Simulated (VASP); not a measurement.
# Ta in VASP: a series of runs, part 2 of 3

VASP 6.6.1. The steps go on from the part before.

### Step 3. Electric field gradients, PBE (equal xy, yz and zx shear strains of -3 %)

The input, INCAR:

```
PREC     = Accurate       # precision mode
ENCUT    = 520            # plane-wave cutoff, eV
EDIFF    = 1E-8           # SCF threshold, eV
ISMEAR   = -1             # smearing method
SIGMA    = 0.08           # smearing width, eV
LREAL    = False          # projectors in reciprocal space
LASPH    = True           # aspherical terms in the spheres
NELM     = 100            # most SCF steps
ALGO     = Normal         # electronic algorithm
ISIF     = 2              # what is computed and relaxed
LWAVE    = False          # write WAVECAR
LCHARG   = False          # write CHGCAR
GGA      = PE             # functional
LEFG     = True         
NBANDS   = 12             # bands
```

The input, KPOINTS:

```
Automatic mesh
0
Gamma
  17 17 17
```

The input, POSCAR:

```
Ta
1.0
   -1.7008184000      1.6512800000      1.6512800000
    1.6512800000     -1.7008184000      1.6512800000
    1.6512800000      1.6512800000     -1.7008184000
Ta
1
Direct
    0.0000000000      0.0000000000      0.0000000000
```

Potentials or basis: VASP PAW PBE potentials, release 64 (Ta_pv).

Started as:

```console
$ cat potpaw_PBE.64/Ta_pv/POTCAR > POTCAR
$ mpirun -np 1 vasp_std > vasp.out
```

OUTCAR:

```text
PREC = Accurate
   ENCUT = 520
   EDIFF = 1E-8
   ISMEAR = -1
   LREAL = False
   LASPH = True
   NELM = 100
   ISIF = 2
   GGA = PE

 ion  position               nearest neighbor table
   1  0.000  0.000  0.000-

  LATTYP: Found a trigonal (rhomboedric) cell.
 ALAT       =     2.8889850305
 COS(alpha) =    -0.3463033748

  Lattice vectors:

 A1 = (  -1.7008184000,   1.6512800000,   1.6512800000)
 A2 = (   1.6512800000,  -1.7008184000,   1.6512800000)
 A3 = (   1.6512800000,   1.6512800000,  -1.7008184000)

Analysis of symmetry for initial positions (statically):
=====================================================================
 Subroutine PRICEL returns:
 Original cell was already a primitive cell.

 Routine SETGRP: Setting up the symmetry group for a
 trigonal (rhombohedral) supercell.

 Subroutine GETGRP returns: Found 12 space group operations
 (whereof 12 operations were pure point group operations)
 out of a pool of 12 trial point group operations.

The static configuration has the point symmetry D_3d.

Analysis of symmetry for dynamics (positions and initial velocities):
=====================================================================
 Subroutine PRICEL returns:
 Original cell was already a primitive cell.

 Routine SETGRP: Setting up the symmetry group for a
 trigonal (rhombohedral) supercell.

 Subroutine GETGRP returns: Found 12 space group operations
 (whereof 12 operations were pure point group operations)
 out of a pool of 12 trial point group operations.

The dynamic configuration has the point symmetry D_3d.
[... 153 lines left out ...]
  band No.  band energies     occupation
      1     -27.6203      2.00000
      2     -27.6203      2.00000
      3     -27.4637      2.00000
      4      -2.4238      2.00000
      5       5.7431      0.08729
      6       6.4244      0.00002
      7       6.4244      0.00002
      8       9.5745      0.00000
      9       9.5745      0.00000
     10      19.9437      0.00000
     11      20.8075      0.00000
     12      20.8075      0.00000
[... 331 lines left out ...]
 k-point    24 :      -0.1176    0.0588   -0.0000
  band No.  band energies     occupation
      1     -27.7270      2.00000
      2     -27.6336      2.00000
      3     -27.5067      2.00000
      4      -1.9708      2.00000
      5       5.6884      0.16581
      6       6.1272      0.00075
      7       6.8272      0.00000
      8       9.1245      0.00000
      9       9.6378      0.00000
     10      20.2014      0.00000
     11      20.7509      0.00000
     12      21.2848      0.00000

 [... further k-points ...]
[... 5 lines left out ...]
  --------------------------------------------------------------------------------------
  -------------------------------------------------------------------------------------
  Total        0.4083354      0.4083354      0.4083354      0.2482223      0.2482223      0.2482223
  in kB       36.3497649     36.3497649     36.3497649     22.0965952     22.0965952     22.0965952
  external PRESSURE =      36.3497649 kB  Pullay stress =       0.0000000 kB

 VOLUME and BASIS-vectors are now :
 -----------------------------------------------------------------------------
  energy-cutoff  :      520.00
  volume of cell :       18.00
      direct lattice vectors                 reciprocal lattice vectors
    -1.700818400  1.651280000  1.651280000     0.009226410  0.307547008  0.307547008
     1.651280000 -1.700818400  1.651280000     0.307547008  0.009226410  0.307547008
     1.651280000  1.651280000 -1.700818400     0.307547008  0.307547008  0.009226410

 POSITION                                       TOTAL-FORCE (eV/Angst)
 -----------------------------------------------------------------------------------
      0.00000      0.00000      0.00000        -0.000000     -0.000000      0.000000
 -----------------------------------------------------------------------------------
    total drift:                               -0.000000      0.000000      0.000000

  FREE ENERGIE OF THE ION-ELECTRON SYSTEM (eV)
  ---------------------------------------------------
  free  energy   TOTEN  =       -11.8123361031 eV

  energy  without entropy=      -11.7840611134  energy(sigma->0) =      -11.79819861

 Electric field gradients (V/A^2)
---------------------------------------------------------------------
 ion       V_xx      V_yy      V_zz      V_xy      V_xz      V_yz
---------------------------------------------------------------------
   1      -0.000    -0.000     0.000    27.290    27.290    27.290
---------------------------------------------------------------------

 Electric field gradients after diagonalization (V/A^2)
 (convention: |V_zz| > |V_xx| > |V_yy|)
----------------------------------------------------------------------
 ion       V_xx      V_yy      V_zz     asymmetry (V_yy - V_xx)/ V_zz
----------------------------------------------------------------------
   1     -27.290   -27.290    54.579       0.000
----------------------------------------------------------------------

           NMR quadrupolar parameters

 Cq : quadrupolar parameter    Cq=e*Q*V_zz/h
 eta: asymmetry parameters     (V_yy - V_xx)/ V_zz
 Q  : nuclear electric quadrupole moment in mb (millibarn)
----------------------------------------------------------------------
 ion       Cq(MHz)       eta       Q (mb)
----------------------------------------------------------------------
   1       0.132       0.000       1.000
----------------------------------------------------------------------
```

OSZICAR:

```text
N       E                     dE             d eps       ncg     rms          rms(c)
DAV:   1     0.614374304059E+02    0.61437E+02   -0.61175E+03 11768   0.875E+02
DAV:   2    -0.112142091629E+02   -0.72652E+02   -0.70776E+02 13184   0.246E+02
DAV:   3    -0.122644172711E+02   -0.10502E+01   -0.10398E+01 14004   0.277E+01
DAV:   4    -0.122672102457E+02   -0.27930E-02   -0.27927E-02 13076   0.159E+00
DAV:   5    -0.122672194506E+02   -0.92048E-05   -0.92043E-05 14040   0.870E-02    0.135E+01
DAV:   6    -0.119184101540E+02    0.34881E+00   -0.28076E-01 13936   0.573E+00    0.662E+00
DAV:   7    -0.118132762386E+02    0.10513E+00   -0.25560E-01 13640   0.507E+00    0.393E-01
DAV:   8    -0.118123703590E+02    0.90588E-03   -0.73026E-03 12688   0.732E-01    0.143E-01
DAV:   9    -0.118123411275E+02    0.29232E-04   -0.14492E-04 13764   0.130E-01    0.302E-02
DAV:  10    -0.118123373035E+02    0.38241E-05   -0.52573E-06 13060   0.202E-02    0.555E-03
DAV:  11    -0.118123363080E+02    0.99546E-06   -0.24743E-07 13616   0.433E-03    0.203E-03
DAV:  12    -0.118123361411E+02    0.16691E-06   -0.51970E-08 13208   0.252E-03    0.192E-04
DAV:  13    -0.118123361076E+02    0.33518E-07   -0.60320E-10  6616   0.265E-04    0.238E-05
DAV:  14    -0.118123361031E+02    0.44286E-08   -0.37588E-11  6280   0.767E-05
   1 F= -.11812336E+02 E0= -.11798199E+02  d E =-.282750E-01
```

stdout:

```text
POSCAR found type information on POSCAR Ta
 POSCAR found :  1 types and       1 ions
 scaLAPACK will be used
 LDA part: xc-table for (Slater+PW92), standard interpolation
 POSCAR, INCAR and KPOINTS ok, starting setup
 FFT: planning ... GRIDC
 FFT: planning ... GRID_SOFT
 FFT: planning ... GRID
 WAVECAR not read
 entering main loop
ion   1
```

It took 54 s on 1 thread of AMD EPYC 9R45 (Zen 5), shared host; peak memory 0.2 GiB.

Results:

| Quantity | Value |
| --- | --- |
| Free energy | -11.8123 eV |
| Pressure | 3.6 GPa |

Levels at points of the mesh, in eV from the Fermi level:
```
           k point  band 4  band 5  band 6  band 7  band 8  band 9
(0.00, 0.00, 0.00)   -7.92    0.25    0.93    0.93    4.08    4.08
```

Electric field gradients, principal values (V/Å²):
| atom | least | middle | greatest (by size) |
| --- | --- | --- | --- |
| 1 Ta | -27.290 | -27.290 | 54.579 |

Caveat: the cell differs from its parent crystal (equal xy, yz and zx shear strains of -3 %); without QUAD_EFG the Cq values of the log hold for a quadrupole moment of 1 mb, not for the nuclei; spin-orbit coupling is left out, which moves the levels of the heavy elements.

### Step 4. Electric field gradients, PBE (equal xy, yz and zx shear strains of -3 %)

The input, INCAR:

```
SYSTEM = Ta
  PREC = Accurate
  ENCUT = 520
  EDIFF = 1E-8
  ISMEAR = -1
  SIGMA = 0.08
  LREAL = .False.
  LASPH = .True.
  NELM = 80
  ALGO = Normal
  ISIF = 2
  LWAVE = .False.
  LCHARG = .False.
  GGA = PE
  LEFG = .True.
  NBANDS = 12
```

The input, KPOINTS:

```
Automatic mesh
0
Gamma
  17 17 17
  0 0 0
```

POSCAR is that of step 3.

Potentials or basis: VASP PAW PBE potentials, release 64 (Ta_pv).

Started as:

```console
$ cat potpaw_PBE.64/Ta_pv/POTCAR > POTCAR
$ mpirun -np 1 vasp_std > vasp.out
```

OUTCAR:

```text
SYSTEM = Ta
   PREC = Accurate
   ENCUT = 520
   EDIFF = 1E-8
   ISMEAR = -1
   LREAL = .False.
   LASPH = .True.
   NELM = 80
   ISIF = 2
   GGA = PE

 ion  position               nearest neighbor table
   1  0.000  0.000  0.000-

  LATTYP: Found a trigonal (rhomboedric) cell.
 ALAT       =     2.8889850305
 COS(alpha) =    -0.3463033748

  Lattice vectors:

 A1 = (  -1.7008184000,   1.6512800000,   1.6512800000)
 A2 = (   1.6512800000,  -1.7008184000,   1.6512800000)
 A3 = (   1.6512800000,   1.6512800000,  -1.7008184000)

Analysis of symmetry for initial positions (statically):
=====================================================================
 Subroutine PRICEL returns:
 Original cell was already a primitive cell.

 Routine SETGRP: Setting up the symmetry group for a
[... 543 lines left out ...]
  external PRESSURE =      36.3497649 kB  Pullay stress =       0.0000000 kB

 VOLUME and BASIS-vectors are now :
 -----------------------------------------------------------------------------
  energy-cutoff  :      520.00
  volume of cell :       18.00
      direct lattice vectors                 reciprocal lattice vectors
    -1.700818400  1.651280000  1.651280000     0.009226410  0.307547008  0.307547008
     1.651280000 -1.700818400  1.651280000     0.307547008  0.009226410  0.307547008
     1.651280000  1.651280000 -1.700818400     0.307547008  0.307547008  0.009226410

 POSITION                                       TOTAL-FORCE (eV/Angst)
 -----------------------------------------------------------------------------------
      0.00000      0.00000      0.00000        -0.000000     -0.000000      0.000000
 -----------------------------------------------------------------------------------
    total drift:                               -0.000000      0.000000      0.000000

  FREE ENERGIE OF THE ION-ELECTRON SYSTEM (eV)
  ---------------------------------------------------
  free  energy   TOTEN  =       -11.8123361031 eV

  energy  without entropy=      -11.7840611134  energy(sigma->0) =      -11.79819861

 Electric field gradients (V/A^2)
---------------------------------------------------------------------
 ion       V_xx      V_yy      V_zz      V_xy      V_xz      V_yz
---------------------------------------------------------------------
   1      -0.000    -0.000     0.000    27.290    27.290    27.290
---------------------------------------------------------------------

 Electric field gradients after diagonalization (V/A^2)
 (convention: |V_zz| > |V_xx| > |V_yy|)
----------------------------------------------------------------------
 ion       V_xx      V_yy      V_zz     asymmetry (V_yy - V_xx)/ V_zz
----------------------------------------------------------------------
   1     -27.290   -27.290    54.579       0.000
----------------------------------------------------------------------

           NMR quadrupolar parameters

 Cq : quadrupolar parameter    Cq=e*Q*V_zz/h
 eta: asymmetry parameters     (V_yy - V_xx)/ V_zz
 Q  : nuclear electric quadrupole moment in mb (millibarn)
----------------------------------------------------------------------
 ion       Cq(MHz)       eta       Q (mb)
----------------------------------------------------------------------
   1       0.132       0.000       1.000
----------------------------------------------------------------------
```

OSZICAR:

```text
N       E                     dE             d eps       ncg     rms          rms(c)
DAV:   1     0.614374304059E+02    0.61437E+02   -0.61175E+03 11768   0.875E+02
DAV:   2    -0.112142091629E+02   -0.72652E+02   -0.70776E+02 13184   0.246E+02
DAV:   3    -0.122644172711E+02   -0.10502E+01   -0.10398E+01 14004   0.277E+01
DAV:   4    -0.122672102457E+02   -0.27930E-02   -0.27927E-02 13076   0.159E+00
DAV:   5    -0.122672194506E+02   -0.92048E-05   -0.92043E-05 14040   0.870E-02    0.135E+01
DAV:   6    -0.119184101540E+02    0.34881E+00   -0.28076E-01 13936   0.573E+00    0.662E+00
DAV:   7    -0.118132762386E+02    0.10513E+00   -0.25560E-01 13640   0.507E+00    0.393E-01
DAV:   8    -0.118123703590E+02    0.90588E-03   -0.73026E-03 12688   0.732E-01    0.143E-01
DAV:   9    -0.118123411275E+02    0.29232E-04   -0.14492E-04 13764   0.130E-01    0.302E-02
DAV:  10    -0.118123373035E+02    0.38241E-05   -0.52573E-06 13060   0.202E-02    0.555E-03
DAV:  11    -0.118123363080E+02    0.99546E-06   -0.24743E-07 13616   0.433E-03    0.203E-03
DAV:  12    -0.118123361411E+02    0.16691E-06   -0.51970E-08 13208   0.252E-03    0.192E-04
DAV:  13    -0.118123361076E+02    0.33518E-07   -0.60320E-10  6616   0.265E-04    0.238E-05
DAV:  14    -0.118123361031E+02    0.44286E-08   -0.37588E-11  6280   0.767E-05
   1 F= -.11812336E+02 E0= -.11798199E+02  d E =-.282750E-01
```

It took 58 s on 1 thread of AMD EPYC 9R45 (Zen 5), shared host; peak memory 0.19 GiB.

Results:

- Free energy: -11.8123 eV
- Pressure: 3.6 GPa

Stress tensor (GPa, compression positive):
```
3.63 2.21 2.21
2.21 3.63 2.21
2.21 2.21 3.63
```

Electric field gradients, principal values (V/Å²):
| atom | least | middle | greatest (by size) |
| --- | --- | --- | --- |
| 1 Ta | -27.290 | -27.290 | 54.579 |

Caveat: the cell differs from its parent crystal (equal xy, yz and zx shear strains of -3 %); without QUAD_EFG the Cq values of the log hold for a quadrupole moment of 1 mb, not for the nuclei; spin-orbit coupling is left out, which moves the levels of the heavy elements.

[end of part 2 of 3]
